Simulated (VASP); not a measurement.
A run of VASP 6.6.1:

INCAR

```
SYSTEM = Cr
  PREC = Accurate
  ENCUT = 500
  EDIFF = 1E-6
  ISMEAR = 0
  SIGMA = 0.1
  LREAL = .False.
  LASPH = .True.
  NELM = 200
  ALGO = Normal
  ISIF = 2
  LWAVE = .False.
  LCHARG = .False.
  ISPIN = 2
  MAGMOM = -3 3
  LORBIT = 11
  LMAXMIX = 4
  GGA = PE
  NBANDS = 23
  NELECT = 24.5
  GGA_COMPAT = .False.
```

File KPOINTS:

```
regular mesh
0
Gamma
  3 3 3
  0 0 0
```

The input POSCAR:

```
Cr
1.0
    2.9688993551      0.0000000000      0.0000000000
    0.0000000000      2.9688993551      0.0000000000
    0.0000000000      0.0000000000      2.9688993551
Cr
2
Direct
    0.0000000000      0.0000000000      0.0000000000
    0.5000000000      0.5000000000      0.5000000000
```

Potentials or basis: VASP PAW PBE potentials, release 64 (Cr_pv).

Launch:

```sh
$ cat potpaw_PBE.64/Cr_pv/POTCAR > POTCAR
$ mpirun -np 1 vasp_std > vasp.out
```

Hardware: 1 thread of Intel Xeon 8259CL (shared host).

Question: Estimate the wall time of this run.

Answer: Wall time 20 s on 1 thread of Intel Xeon 8259CL, on a shared host, peak memory 0.14 GiB. Counts: scf iterations 14, k points 4.
